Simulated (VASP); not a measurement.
# MgS (P1) in VASP: notebook, part 2 of 2

VASP 6.6.1. The steps go on from the part before.

### 3 Single point, PBE-based screened hybrid with 25 % exact exchange

POSCAR reads:

```
MgS
1.0
    0.0667560700      2.5184650300      2.7068920500
    3.0521833800      0.1936562600      2.5799918600
    3.3922924900      2.7316739500     -0.1464528500
Mg S
1 1
Direct
    0.9960441600      0.0048933100      0.0057007100
    0.7539558400      0.7451066900      0.7442992900
```

INCAR.step1 reads:

```
SYSTEM = MgS
PREC = Accurate
ENCUT = 520
EDIFF = 1E-5
ISMEAR = -1
SIGMA = 0.05
LREAL = .FALSE.
LASPH = .TRUE.
NELM = 100
ALGO = Normal
ISIF = 2
LWAVE = .TRUE.
LCHARG = .FALSE.
NBANDS = 11
GGA = PE
```

INCAR.step2 reads:

```
SYSTEM = MgS
PREC = Accurate
ENCUT = 520
EDIFF = 1E-7
ISMEAR = -1
SIGMA = 0.05
LREAL = .FALSE.
LASPH = .TRUE.
NELM = 100
ALGO = Normal
ISIF = 2
LWAVE = .FALSE.
LCHARG = .FALSE.
GGA = PE
LHFCALC = .TRUE.
AEXX = 0.25
HFSCREEN = 0.6
PRECFOCK = Normal
NBANDS = 11
ISTART = 1
```

KPOINTS reads:

```
regular mesh
0
G
  5 5 4
  0 0 0
```

Potentials or basis: VASP PAW PBE potentials, release 64 (Mg, S).

The run is started by

```sh
$ cat potpaw_PBE.64/Mg/POTCAR potpaw_PBE.64/S/POTCAR > POTCAR
$ cp INCAR.step1 INCAR
$ mpirun -np 1 vasp_std > vasp.out
$ cp INCAR.step2 INCAR
$ mpirun -np 1 vasp_std > vasp.out
```

OUTCAR:

```text
SYSTEM = MgS
   PREC = Accurate
   ENCUT = 520
   EDIFF = 1E-7
   ISMEAR = -1
   LREAL = .FALSE.
   LASPH = .TRUE.
   NELM = 100
   ISIF = 2
   GGA = PE
   LHFCALC = .TRUE.
   AEXX = 0.25
   HFSCREEN = 0.6
   PRECFOCK = Normal
   ISTART = 1

 ion  position               nearest neighbor table
   1  0.996  0.005  0.006-   2 2.21   2 2.45   2 2.53   2 2.60
   2  0.754  0.745  0.744-   1 2.21   1 2.45   1 2.53   1 2.60

  LATTYP: Found a triclinic cell.
 ALAT       =     6.1157518974
[... 538 lines left out ...]
------------------------ aborting loop because EDIFF is reached ----------------------------------------

  FORCE on cell =-STRESS in cart. coord.  units (eV):
  Direction    XX          YY          ZZ          XY          YZ          ZX
  --------------------------------------------------------------------------------------
  -------------------------------------------------------------------------------------
  Total       -0.0417382      1.5306287      1.7531505     -2.3185608     -0.7747250      1.6994012
  in kB       -1.5377878     56.3939448     64.5924581    -85.4242340    -28.5436938     62.6121363
  external PRESSURE =      39.8162050 kB  Pullay stress =       0.0000000 kB

 VOLUME and BASIS-vectors are now :
 -----------------------------------------------------------------------------
  energy-cutoff  :      520.00
  volume of cell :       43.49
      direct lattice vectors                 reciprocal lattice vectors
     0.066756070  2.518465030  2.706892050    -0.162720929  0.211542094  0.176623683
     3.052183380  0.193656260  2.579991860     0.178522041 -0.211387060  0.192269762
     3.392292490  2.731673950 -0.146452850     0.137364512  0.186030643 -0.176468649

 POSITION                                       TOTAL-FORCE (eV/Angst)
 -----------------------------------------------------------------------------------
      0.10077      2.52502      2.70797        -0.989411      0.855860     -1.193124
      4.84941      4.07629      3.85424         0.989411     -0.855860      1.193124
 -----------------------------------------------------------------------------------
    total drift:                               -0.000056      0.000078      0.000082

  FREE ENERGIE OF THE ION-ELECTRON SYSTEM (eV)
  ---------------------------------------------------
  free  energy   TOTEN  =        -8.7182255359 eV

  energy  without entropy=       -8.7182255358  energy(sigma->0) =       -8.71822554
```

OUTCAR.step1:

```text
SYSTEM = MgS
   PREC = Accurate
   ENCUT = 520
   EDIFF = 1E-5
   ISMEAR = -1
   LREAL = .FALSE.
[... 562 lines left out ...]
      0.10077      2.52502      2.70797        -0.982926      0.864527     -1.207542
      4.84941      4.07629      3.85424         0.982926     -0.864527      1.207542
 -----------------------------------------------------------------------------------
    total drift:                               -0.000065      0.000290     -0.000205

  FREE ENERGIE OF THE ION-ELECTRON SYSTEM (eV)
  ---------------------------------------------------
  free  energy   TOTEN  =        -8.0866950338 eV

  energy  without entropy=       -8.0866950337  energy(sigma->0) =       -8.08669503
```

OSZICAR.step1:

```text
N       E                     dE             d eps       ncg     rms          rms(c)
DAV:   1     0.247713448507E+02    0.24771E+02   -0.33585E+03  1122   0.573E+02
DAV:   2    -0.675837107877E+01   -0.31530E+02   -0.30065E+02  1392   0.995E+01
DAV:   3    -0.868108654108E+01   -0.19227E+01   -0.19199E+01  1408   0.264E+01
DAV:   4    -0.869578982142E+01   -0.14703E-01   -0.14702E-01  1331   0.280E+00
DAV:   5    -0.869595957594E+01   -0.16975E-03   -0.16975E-03  1443   0.293E-01    0.433E+00
DAV:   6    -0.813355453421E+01    0.56241E+00   -0.12957E+00  1247   0.433E+00    0.327E+00
DAV:   7    -0.808196686825E+01    0.51588E-01   -0.32184E-01  1374   0.237E+00    0.259E+00
DAV:   8    -0.808758913363E+01   -0.56223E-02   -0.26293E-02  1209   0.948E-01    0.132E+00
DAV:   9    -0.808647376582E+01    0.11154E-02   -0.31764E-03  1242   0.276E-01    0.365E-01
DAV:  10    -0.808667494991E+01   -0.20118E-03   -0.53161E-04  1263   0.116E-01    0.586E-02
DAV:  11    -0.808669096928E+01   -0.16019E-04   -0.53489E-05  1334   0.350E-02    0.133E-02
DAV:  12    -0.808669503380E+01   -0.40645E-05   -0.41236E-06  1072   0.119E-02
   1 F= -.80866950E+01 E0= -.80866950E+01  d E =-.103930E-09
```

Run time: 9.6 min. Hardware: 1 thread of Intel Xeon 6975P-C (Granite Rapids), shared host; peak memory 0.3 GiB.

What came out:

| Quantity | Value |
| --- | --- |
| Free energy | -8.7182 eV |
| Pressure | 4.0 GPa |
| Largest force | 1.771 eV/Å |
| Band gap on the k mesh | 3.13 eV (least direct gap 3.22 eV) |

Forces on the atoms (eV/Å):
```
Mg  -0.989  0.856 -1.193
S    0.989 -0.856  1.193
```

Levels at points of the mesh, in eV from the valence-band top:
| k point | band 1 | band 2 | band 3 | band 4 | band 5 | band 6 | band 7 | band 8 | band 9 |
| --- | --- | --- | --- | --- | --- | --- | --- | --- | --- |
| (0.00, 0.00, 0.00) | -12.71 | -0.93 | -0.42 | -0.09 | 3.13 | 7.11 | 8.20 | 9.09 | 9.86 |
| (0.00, 0.00, 0.50) | -12.09 | -3.98 | -1.01 | 0.00 | 5.41 | 7.78 | 8.35 | 9.34 | 12.05 |

Caveat: the k points lie up to 0.42 Å⁻¹ apart; the PAW data sets were made with another functional, which shifts forces and pressure a little. A k mesh can miss the band edges.
